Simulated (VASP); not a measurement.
Runs of VASP 6.6.1 on AgCl. The structure is that of space group Fm-3m (No. 225), or close to it. The cells are those of the table. 

```csv
cell,pressure (GPa),moment (μB)
"a = 3.775 Å, angles 60.0, 60.0, 90.0°, 2 atoms",3.9,0.00
"a = 3.811 Å, angles 60.0, 60.0, 90.0°, 2 atoms",1.8,0.00
"a = 3.852 Å, angles 60.0, 60.0, 90.0°, 2 atoms",-0.1,0.00
"a = 3.903 Å, angles 60.0, 60.0, 90.0°, 2 atoms",(a),0.00
```

Alike in all rows: task single point; level PBEsol; potentials or basis VASP PAW PBE potentials, release 64 (Ag, Cl); spin non-collinear, zero start, SOC; k mesh 8 × 8 × 8; cutoff (eV) 520; smearing gaussian 0.01 eV.

Question: Fill in the values left out.

Answer: (a) -2.1.

Caveats: the PAW data sets were made with another functional, which shifts forces and pressure a little; the cell stands under pressure (at least some runs).
